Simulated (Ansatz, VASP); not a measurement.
# Two plane-wave programs on Re

Contents of INCAR:

```
ALGO = Normal
EDIFF = 1E-6
ENCUT = 600
GGA = CA
GGA_COMPAT = F
ISIF = 2
ISMEAR = 1
LASPH = T
LCHARG = F
LREAL = F
LWAVE = F
NBANDS = 14
NELM = 120
PREC = Accurate
SIGMA = 0.03
```

KPOINTS

```
k-points
0
Gamma
  13 13 7
```

Contents of POSCAR:

```
Re
1.0
    2.7391880258      0.0000000000      0.0000000000
   -1.3695940129      2.3722064161      0.0000000000
    0.0000000000      0.0000000000      4.4118668232
Re
2
Direct
    0.3333333333      0.6666666667      0.2500000000
    0.6666666667      0.3333333333      0.7500000000
```

Input for Ansatz:

```yaml
crystal:
  lattice:
    - [2.7391880258, 0.0, 0.0]
    - [-1.3695940129, 2.3722064161, 0.0]
    - [0.0, 0.0, 4.4118668232]
  atoms:
    - { symbol: Re, position: [0.3333333333, 0.6666666667, 0.25] }
    - { symbol: Re, position: [0.6666666667, 0.3333333333, 0.75] }
hamiltonian:
  xc: lda
  pseudopotentials:
    kind: paw
    azcp:
      Re: "pseudopotentials/Re.paw.azcp"
basis:
  ecutwfc: 420
  fft_grid_basis: typed
kpoints:
  mp_grid: { grid: [13, 13, 7], shift: [0, 0, 0] }
magnetization:
  spin_polarized: false
scf:
  occupations: { method: methfessel_paxton, width: 0.03 }
  lower_state_search: "off"
output:
  stress: true
```

Alike in both runs: task single point; functional LDA; k mesh 13 × 13 × 7; occupations methfessel-paxton of order 1, width 0.03 eV; no spin polarisation.

```csv
,VASP,Ansatz
version,VASP 6.6.1,Ansatz 0.2.0
potentials or method,"VASP PAW LDA potentials, release 64 (Re), cutoff 600 eV","plane waves (420 eV) with PAW, scalar-relativistic"
valence electrons in the cell,14,30
```

|  | VASP | Ansatz | Ansatz less VASP |
| --- | --- | --- | --- |
| pressure (GPa) | 1.3 | -0.3 | -1.66 |
| traceless stress, the component that is largest in VASP (GPa) | -0.53 | -0.58 | -0.048 |

Ansatz warns that its potentials were made for another functional, while VASP's fit it. LDA's correlation is that of Perdew and Zunger in VASP and of Perdew and Wang (1992) in Ansatz. VASP's potentials hold 14 valence electrons a cell and Ansatz's 30, so a difference there can come from the potentials and not from the codes.

Spin-orbit coupling is off throughout.
